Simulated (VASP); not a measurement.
# CsCl (Pm-3m) in VASP: a series of runs

CsCl is run at these levels: r2SCAN; tasks: single point, relaxation of cell and atoms.

All numbers are computed with VASP 6.6.1; they aren't measurements. Logs are shortened: lines on timing, memory, paths and dates and some standing lists are left out, and cuts for length are marked.

### 1 The cell of the first run

It takes space group Pm-3m (No. 221, cubic). Conventional cell: a = 4.140 Å, b = 4.140 Å, c = 4.140 Å, α = 90.00°, β = 90.00°, γ = 90.00°. Within 4.7 Å of Cs (site symmetry m-3m) lie 8 Cl at 3.59 Å and 6 Cs at 4.14 Å. Cl (site symmetry m-3m) has 8 Cs at 3.59 Å and 6 Cl at 4.14 Å within 4.7 Å.

### 2 Single point, r2SCAN

The input, POSCAR:

```
CsCl
1.0
    4.1401746887      0.0000000000      0.0000000000
    0.0000000000      4.1401746887      0.0000000000
    0.0000000000      0.0000000000      4.1401746887
Cs Cl
1 1
Direct
    0.0000000000      0.0000000000      0.0000000000
    0.5000000000      0.5000000000      0.5000000000
```

The input, INCAR.step1:

```
PREC = Accurate
ENCUT = 550
ISMEAR = -1
SIGMA = 0.05
LREAL = False
LASPH = True
NELM = 120
NBANDS = 15
GGA = PE
ALGO = Normal
EDIFF = 1E-5
LWAVE = True
LCHARG = False
GGA_COMPAT = False
```

The input, INCAR.step2:

```
PREC = Accurate
ENCUT = 550
EDIFF = 1E-6
ISMEAR = -1
SIGMA = 0.05
LREAL = False
LASPH = True
NELM = 120
ALGO = Normal
ISIF = 2
LWAVE = False
LCHARG = False
METAGGA = R2SCAN
LMIXTAU = True
NBANDS = 15
ISTART = 1
GGA_COMPAT = False
```

The input, KPOINTS:

```
Automatic mesh
0
Gamma
  8 8 8
```

Potentials or basis: VASP PAW PBE potentials, release 64 (Cs_sv, Cl).

On the command line:

```bash
$ cat potpaw_PBE.64/Cs_sv/POTCAR potpaw_PBE.64/Cl/POTCAR > POTCAR
$ cp INCAR.step1 INCAR
$ mpirun -np 1 vasp_std > vasp.out
$ cp INCAR.step2 INCAR
$ mpirun -np 1 vasp_std > vasp.out
```

OUTCAR:

```text
PREC = Accurate
   ENCUT = 550
   EDIFF = 1E-6
   ISMEAR = -1
   LREAL = False
   LASPH = True
   NELM = 120
   ISIF = 2
   METAGGA = R2SCAN
   ISTART = 1

 ion  position               nearest neighbor table
   1  0.000  0.000  0.000-
   2  0.500  0.500  0.500-

  LATTYP: Found a simple cubic cell.
 ALAT       =     4.1401746887

  Lattice vectors:

 A1 = (   4.1401746887,   0.0000000000,   0.0000000000)
 A2 = (   0.0000000000,   4.1401746887,   0.0000000000)
 A3 = (   0.0000000000,   0.0000000000,   4.1401746887)

Analysis of symmetry for initial positions (statically):
=====================================================================
 Subroutine PRICEL returns:
 Original cell was already a primitive cell.

 Routine SETGRP: Setting up the symmetry group for a
 simple cubic supercell.

 Subroutine GETGRP returns: Found 48 space group operations
 (whereof 48 operations were pure point group operations)
 out of a pool of 48 trial point group operations.

The static configuration has the point symmetry O_h .

Analysis of symmetry for dynamics (positions and initial velocities):
=====================================================================
 Subroutine PRICEL returns:
 Original cell was already a primitive cell.

 Routine SETGRP: Setting up the symmetry group for a
 simple cubic supercell.

 Subroutine GETGRP returns: Found 48 space group operations
 (whereof 48 operations were pure point group operations)
 out of a pool of 48 trial point group operations.

The dynamic configuration has the point symmetry O_h .

 Subroutine INISYM returns: Found 48 space group operations
 (whereof 48 operations are pure point group operations),
 and found     1 'primitive' translations

----------------------------------------------------------------------------------------

                                     Primitive cell

  volume of cell :      70.9669

  direct lattice vectors                    reciprocal lattice vectors
     4.140174689  0.000000000  0.000000000     0.241535702  0.000000000  0.000000000
     0.000000000  4.140174689  0.000000000     0.000000000  0.241535702  0.000000000
     0.000000000  0.000000000  4.140174689     0.000000000  0.000000000  0.241535702

  length of vectors
     4.140174689  4.140174689  4.140174689     0.241535702  0.241535702  0.241535702

  position of ions in fractional coordinates (direct lattice)
     0.000000000  0.000000000  0.000000000
     0.500000000  0.500000000  0.500000000

  ion indices of the primitive-cell ions
   primitive index   ion index
                 1           1
                 2           2

----------------------------------------------------------------------------------------

 KPOINTS: Automatic mesh

Automatic generation of k-mesh.
 Grid dimensions read from file:
 generate k-points for:    8    8    8

 Generating k-lattice:

  Cartesian coordinates                     Fractional coordinates (reciprocal lattice)
     0.030191963  0.000000000  0.000000000     0.125000000  0.000000000  0.000000000
     0.000000000  0.030191963  0.000000000     0.000000000  0.125000000  0.000000000
     0.000000000  0.000000000  0.030191963     0.000000000  0.000000000  0.125000000

  Length of vectors
     0.030191963  0.030191963  0.030191963

  Shift w.r.t. Gamma in fractional coordinates (k-lattice)
     0.000000000  0.000000000  0.000000000

 Subroutine IBZKPT returns following result:
 ===========================================

 Found     35 irreducible k-points:

 Following reciprocal coordinates:
            Coordinates               Weight
  0.000000  0.000000  0.000000      1.000000
  0.125000  0.000000  0.000000      6.000000
  0.250000  0.000000  0.000000      6.000000
  0.375000  0.000000  0.000000      6.000000
  0.500000  0.000000  0.000000      3.000000
  0.125000  0.125000  0.000000     12.000000
[... 16 lines left out ...]
  0.375000  0.375000  0.125000     24.000000
  0.500000  0.375000  0.125000     24.000000
 [... further k-points ...]
   k-points           NKPTS =     35   k-points in BZ     NKDIM =     35   number of bands    NBANDS=     15
   number of dos      NEDOS =    301   number of ions     NIONS =      2
   total plane-waves  NPLWV =  32768
   dimension x,y,z NGX =    32 NGY =   32 NGZ =   32
   dimension x,y,z NGXF=    64 NGYF=   64 NGZF=   64
   ions per type =               1   1
   NGX,Y,Z   is equivalent  to a cutoff of  12.85, 12.85, 12.85 a.u.
   NGXF,Y,Z  is equivalent  to a cutoff of  25.70, 25.70, 25.70 a.u.
 SYSTEM =  unknown system
   PREC   = accura    normal or accurate (medium, high low for compatibility)
   ISTART =      1    job   : 0-new  1-cont  2-samecut
   ICHARG =      0    charge: 1-file 2-atom 10-const
   ISPIN  =      1    spin polarized calculation?
   LNONCOLLINEAR =      F non collinear calculations
   LSORBIT =      F    spin-orbit coupling
   LASPH  =      T    aspherical Exc in radial PAW
   ENCUT  =  550.0 eV  40.42 Ry    6.36 a.u.   7.92  7.92  7.92*2*pi/ulx,y,z
   NELM   =    120;   NELMIN=  2; NELMDL=  0     # of ELM steps
   EDIFF  = 0.1E-05   stopping-criterion for ELM
   LREAL  =      F    real-space projection
   EDIFFG = 0.1E-04   stopping-criterion for IOM
   NSW    =      0    number of steps for IOM
   IBRION =     -1    ionic relax: 0-MD 1-quasi-New 2-CG
   NFREE  =      0    steps in history (QN), initial steepest desc. (CG)
   ISIF   =      2    stress and relaxation
   ISYM   =      2    0-nonsym 1-usesym 2-fastsym
   POTIM  = 0.5000    time-step for ionic-motion
   TEBEG  =    0.0;   TEEND  =   0.0 temperature during run
   PSTRESS=    0.0 pullay stress
   NELECT =      16.0000    total number of electrons
   NUPDOWN=      -1.0000    fix difference up-down
   EMIN   =  10.00;   EMAX   =-10.00  energy-range for DOS
   EFERMI =   0.00;   METHOD = LEGACY
   ISMEAR =    -1;   SIGMA  =   0.05  broadening in eV -4-tet -1-fermi 0-gaus
   EFERMI_NEDOS =   21; number of points for ismear=-14 and -15
   IALGO  =     38    algorithm
   IMIX   =      4    mixing-type and parameters
     AMIX     =   0.40;   BMIX     =  1.00
     AMIX_MAG =   1.60;   BMIX_MAG =  1.00
  volume/ion in A,a.u.               =      35.48       239.45
  Fermi-wavevector in a.u.,A,eV,Ry     =   0.996390  1.882905 13.507777  0.992794
  Thomas-Fermi vector in A             =   2.128475
   LORBIT       =      0    0 simple, 1 ext, 2 COOP (PROOUT), +10 PAW based schemes
   METAGGA = R2SCAN    functional components
   LHFCALC =     F    Hartree Fock is set to
   AEXX    =    0.0000 exact exchange contribution
   IVDW    =     0    specifies the selected vdW correction
   LEPSILON=     F    determine dielectric tensor
   LRPA    =     F    only Hartree local field effects (RPA)
 non-spin polarized calculation
  energy-cutoff  :      550.00
  volume of cell :       70.97
 maximum number of plane-waves:      2103
 NGX is ok and might be reduce to    32
   NGX = 15   NGY = 15   NGZ = 15

 number of electron      16.0000001 magnetization

 Free energy of the ion-electron system (eV)
  ---------------------------------------------------
  ext. energy  EPLUGINS =         0.00000000
  ---------------------------------------------------
  free energy    TOTEN  =       -35.52517573 eV

  energy without entropy =      -35.52517573  energy(sigma->0) =      -35.52517573

 E-fermi :   0.3090     XC(G=0):  -8.6125

 val. band max:       -0.7537625623   @ k =   0.0000   0.0000   0.0000
 cond. band min:       5.1556548368   @ k =   0.0000   0.0000   0.0000
 fundamental gap:      5.9094173991
 Fermi energy:         0.3090047122

 k-point     1 :       0.0000    0.0000    0.0000
  band No.  band energies     occupation
      1     -20.6574      2.00000
      2     -13.4652      2.00000
      3      -6.7749      2.00000
      4      -6.7749      2.00000
      5      -6.7749      2.00000
      6      -0.7538      2.00000
      7      -0.7538      2.00000
      8      -0.7538      2.00000
      9       5.1557      0.00000
     10       5.1557      0.00000
     11       5.2423      0.00000
     12       9.9483      0.00000
     13       9.9483      0.00000
     14       9.9483      0.00000
     15      13.0863      0.00000

 k-point     2 :       0.1250    0.0000    0.0000
  band No.  band energies     occupation
      1     -20.6454      2.00000
      2     -13.4707      2.00000
      3      -6.8603      2.00000
      4      -6.7553      2.00000
      5      -6.7553      2.00000
      6      -0.9511      2.00000
      7      -0.7854      2.00000
      8      -0.7854      2.00000
      9       5.2624      0.00000
     10       5.5069      0.00000
     11       5.6318      0.00000
     12       9.8119      0.00000
     13       9.8119      0.00000
     14      10.0383      0.00000
     15      12.1396      0.00000

 k-point     3 :       0.2500    0.0000    0.0000
  band No.  band energies     occupation
      1     -20.6163      2.00000
      2     -13.4852      2.00000
      3      -7.0523      2.00000
      4      -6.7073      2.00000
      5      -6.7073      2.00000
      6      -1.3724      2.00000
      7      -0.8637      2.00000
      8      -0.8637      2.00000
      9       5.5625      0.00000
     10       6.2971      0.00000
     11       6.7269      0.00000
     12       9.5736      0.00000
     13       9.5736      0.00000
     14      10.2850      0.00000
     15      10.7309      0.00000
[... 343 lines left out ...]
 k-point    23 :       0.3750    0.3750    0.1250
  band No.  band energies     occupation
      1     -20.5155      2.00000
      2     -13.4037      2.00000
      3      -7.3995      2.00000
      4      -7.3284      2.00000
      5      -6.7050      2.00000
      6      -1.3801      2.00000
      7      -1.2210      2.00000
      8      -0.9600      2.00000
      9       6.4369      0.00000
     10       6.5948      0.00000
     11       8.0732      0.00000
     12       8.3145      0.00000
     13       9.6169      0.00000
     14      10.3305      0.00000
     15      12.3108      0.00000

 k-point    24 :       0.5000    0.3750    0.1250
  band No.  band energies     occupation
      1     -20.5049      2.00000
      2     -13.3891      2.00000
      3      -7.4715      2.00000
      4      -7.3860      2.00000
      5      -6.6886      2.00000
      6      -1.3361      2.00000
      7      -1.2779      2.00000
      8      -0.9492      2.00000
      9       6.3664      0.00000
     10       6.4082      0.00000
     11       8.0565      0.00000
     12       8.0732      0.00000
     13      10.1042      0.00000
     14      11.3706      0.00000
     15      12.4913      0.00000

 [... further k-points ...]
[... 5 lines left out ...]
  --------------------------------------------------------------------------------------
  -------------------------------------------------------------------------------------
  Total        0.0180124      0.0180124      0.0180124     -0.0000000     -0.0000000      0.0000000
  in kB        0.4066548      0.4066548      0.4066548     -0.0000000     -0.0000000      0.0000000
  external PRESSURE =       0.4066548 kB  Pullay stress =       0.0000000 kB

 VOLUME and BASIS-vectors are now :
 -----------------------------------------------------------------------------
  energy-cutoff  :      550.00
  volume of cell :       70.97
      direct lattice vectors                 reciprocal lattice vectors
     4.140174689  0.000000000  0.000000000     0.241535702  0.000000000  0.000000000
     0.000000000  4.140174689  0.000000000     0.000000000  0.241535702  0.000000000
     0.000000000  0.000000000  4.140174689     0.000000000  0.000000000  0.241535702

 POSITION                                       TOTAL-FORCE (eV/Angst)
 -----------------------------------------------------------------------------------
      0.00000      0.00000      0.00000         0.000000      0.000000      0.000000
      2.07009      2.07009      2.07009         0.000000      0.000000      0.000000
 -----------------------------------------------------------------------------------
    total drift:                                0.000000      0.000000     -0.000000

  FREE ENERGIE OF THE ION-ELECTRON SYSTEM (eV)
  ---------------------------------------------------
  free  energy   TOTEN  =       -35.5251757300 eV

  energy  without entropy=      -35.5251757298  energy(sigma->0) =      -35.52517573
```

Run time: 35 s. Hardware: 1 thread of Intel Xeon 6975P-C (Granite Rapids), shared host; peak memory 0.2 GiB.

Results:

| Item | Value |
| --- | --- |
| Free energy | -35.5252 eV |
| Pressure | 0.0 GPa |
| Band gap on the k mesh | 5.91 eV, direct |

Levels at points of the mesh, in eV from the valence-band top:
| k point | band 4 | band 5 | band 6 | band 7 | band 8 | band 9 | band 10 | band 11 | band 12 | band 13 |
| --- | --- | --- | --- | --- | --- | --- | --- | --- | --- | --- |
| (0.00, 0.00, 0.00) | -6.02 | -6.02 | 0.00 | 0.00 | 0.00 | 5.91 | 5.91 | 6.00 | 10.70 | 10.70 |
| (0.50, 0.00, 0.00) | -5.88 | -5.88 | -1.13 | -0.23 | -0.23 | 6.94 | 8.25 | 9.57 | 9.89 | 10.16 |
| (0.50, 0.50, 0.00) | -6.78 | -5.80 | -0.43 | -0.43 | -0.05 | 6.55 | 6.64 | 8.62 | 8.62 | 12.75 |
| (0.50, 0.50, 0.50) | -6.54 | -6.54 | -1.07 | -1.07 | -1.07 | 9.13 | 9.13 | 9.13 | 11.24 | 11.24 |

Caveat: the PAW data sets were made with another functional, which shifts forces and pressure a little; spin-orbit coupling is left out, which moves the levels of the heavy elements. A k mesh can miss the band edges.

### 3 Relaxation of cell and atoms, r2SCAN

This run uses another cell than the first one, of 35.04 Å³/atom, 0.988 times its volume.

The input, POSCAR:

```
CsCl
1.0
    4.1230000000      0.0000000000      0.0000000000
    0.0000000000      4.1230000000      0.0000000000
    0.0000000000      0.0000000000      4.1230000000
Cs Cl
1 1
Direct
    0.0000000000      0.0000000000      0.0000000000
    0.5000000000      0.5000000000      0.5000000000
```

The input, INCAR.step1:

```
SYSTEM = CsCl
  ALGO = Normal
  EDIFF = 1E-5
  EDIFFG = -0.005
  ENCUT = 550
  GGA = PE
  GGA_COMPAT = .False.
  IBRION = 2
  ISIF = 3
  ISMEAR = -1
  LASPH = .True.
  LCHARG = .False.
  LREAL = .False.
  LWAVE = .True.
  NELM = 120
  NELMIN = 4
  NSW = 100
  PREC = Accurate
  SIGMA = 0.05
```

The input, INCAR.step2:

```
SYSTEM = CsCl
  ALGO = Normal
  EDIFF = 1E-7
  EDIFFG = -0.002
  ENCUT = 550
  GGA_COMPAT = .False.
  IBRION = 2
  ISIF = 3
  ISMEAR = -1
  ISTART = 1
  LASPH = .True.
  LCHARG = .False.
  LMIXTAU = .True.
  LREAL = .False.
  LWAVE = .False.
  METAGGA = R2SCAN
  NELM = 120
  NELMIN = 4
  NSW = 100
  PREC = Accurate
  SIGMA = 0.05
```

The input, KPOINTS:

```
k-points
0
Gamma
  8 8 8
  0 0 0
```

Potentials or basis: VASP PAW PBE potentials, release 64 (Cs_sv, Cl).

On the command line:

```bash
$ cat potpaw_PBE.64/Cs_sv/POTCAR potpaw_PBE.64/Cl/POTCAR > POTCAR
$ cp INCAR.step1 INCAR
$ mpirun -np 1 vasp_std > vasp.out
$ cp INCAR.step2 INCAR
$ mpirun -np 1 vasp_std > vasp.out
```

OUTCAR:

```text
SYSTEM = CsCl
   EDIFF = 1E-7
   EDIFFG = -0.002
   ENCUT = 550
   IBRION = 2
   ISIF = 3
   ISMEAR = -1
   ISTART = 1
   LASPH = .True.
   LREAL = .False.
   METAGGA = R2SCAN
   NELM = 120
   NELMIN = 4
   NSW = 100
   PREC = Accurate

 ion  position               nearest neighbor table
   1  0.000  0.000  0.000-
   2  0.500  0.500  0.500-

  LATTYP: Found a simple cubic cell.
 ALAT       =     4.1230000000

  Lattice vectors:

 A1 = (   4.1230000000,   0.0000000000,   0.0000000000)
 A2 = (   0.0000000000,   4.1230000000,   0.0000000000)
 A3 = (   0.0000000000,   0.0000000000,   4.1230000000)

Analysis of symmetry for initial positions (statically):
=====================================================================
 Subroutine PRICEL returns:
 Original cell was already a primitive cell.

 Routine SETGRP: Setting up the symmetry group for a
 simple cubic supercell.
[... 255 lines left out ...]
 Fermi energy:         0.3731350493

 k-point     1 :       0.0000    0.0000    0.0000
  band No.  band energies     occupation
      1     -20.6736      2.00000
      2     -13.4749      2.00000
      3      -6.7928      2.00000
      4      -6.7928      2.00000
      5      -6.7928      2.00000
      6      -0.7667      2.00000
      7      -0.7667      2.00000
      8      -0.7667      2.00000
      9       5.1448      0.00000
     10       5.1448      0.00000
     11       5.2169      0.00000
     12       9.9265      0.00000
[... 331 lines left out ...]
 k-point    24 :       0.5000    0.3750    0.1250
  band No.  band energies     occupation
      1     -20.5227      2.00000
      2     -13.3989      2.00000
      3      -7.4849      2.00000
      4      -7.3997      2.00000
      5      -6.7075      2.00000
      6      -1.3474      2.00000
      7      -1.2887      2.00000
      8      -0.9606      2.00000
      9       6.3491      0.00000
     10       6.3912      0.00000
     11       8.0386      0.00000
     12       8.0556      0.00000

 [... further k-points ...]
[... 5 lines left out ...]
  --------------------------------------------------------------------------------------
  -------------------------------------------------------------------------------------
  Total       -0.0024284     -0.0024284     -0.0024284      0.0000000      0.0000000     -0.0000000
  in kB       -0.0546889     -0.0546889     -0.0546889      0.0000000      0.0000000     -0.0000000
  external PRESSURE =      -0.0546889 kB  Pullay stress =       0.0000000 kB
[... 17 lines left out ...]
  FREE ENERGIE OF THE ION-ELECTRON SYSTEM (eV)
  ---------------------------------------------------
  free  energy   TOTEN  =       -35.5250344199 eV

  energy  without entropy=      -35.5250344199  energy(sigma->0) =      -35.52503442

 reached required accuracy - stopping structural energy minimisation
```

OSZICAR.step1:

```text
N       E                     dE             d eps       ncg     rms          rms(c)
DAV:   1     0.991498888788E+02    0.99150E+02   -0.73103E+03   840   0.121E+03
DAV:   2     0.438265240416E+00   -0.98712E+02   -0.92525E+02  1236   0.192E+02
DAV:   3    -0.685960662941E+01   -0.72979E+01   -0.72658E+01  1052   0.598E+01
DAV:   4    -0.694090325800E+01   -0.81297E-01   -0.81255E-01   988   0.742E+00
[... 32 lines left out ...]
DAV:   1    -0.654239240830E+01   -0.17907E-02   -0.33464E-02   840   0.124E+00    0.219E-01
DAV:   2    -0.654093441354E+01    0.14580E-02   -0.25948E-03   892   0.307E-01    0.742E-02
DAV:   3    -0.654066774676E+01    0.26667E-03   -0.70610E-04   844   0.163E-01    0.405E-02
DAV:   4    -0.654064420005E+01    0.23547E-04   -0.57624E-05   920   0.494E-02    0.101E-02
DAV:   5    -0.654064273745E+01    0.14626E-05   -0.31809E-06   460   0.128E-02
   5 F= -.65406427E+01 E0= -.65406427E+01  d E =-.135525E-01
```

Wall time 99 s (1 thread of Intel Xeon 6975P-C (Granite Rapids), shared host); peak memory 0.2 GiB.

Results:

- Free energy: -35.5250 eV
- Relaxed volume: 35.57 Å³/atom
- Relaxed cell: a = 4.144 Å, b = 4.144 Å, c = 4.144 Å, α = 90.00°, β = 90.00°, γ = 90.00°
- Space group after relaxing (to 0.05 Å): Pm-3m (No. 221)
- Energy gained by relaxing: 0.4 meV/atom
- Ionic steps: 3
- Pressure after relaxing: 0.0 GPa
- Band gap on the k mesh: 5.91 eV, direct

The path:
```tsv
step	energy change (eV)	largest force (eV/Å)	pressure (GPa)	volume (Å³)
1	0.0000	0.0000	0.28	70.09
2	-0.0008	0.0000	0.11	70.71
3	-0.0009	0.0000	-0.01	71.14
```

Final structure:
```
CELL_PARAMETERS angstrom
4.14360 0.00000 0.00000
0.00000 4.14360 0.00000
0.00000 0.00000 4.14360
ATOMIC_POSITIONS crystal
Cs 0.00000 0.00000 0.00000
Cl 0.50000 0.50000 0.50000
```

Caveat: the PAW data sets were made with another functional, which shifts forces and pressure a little; spin-orbit coupling is left out, which moves the levels of the heavy elements.
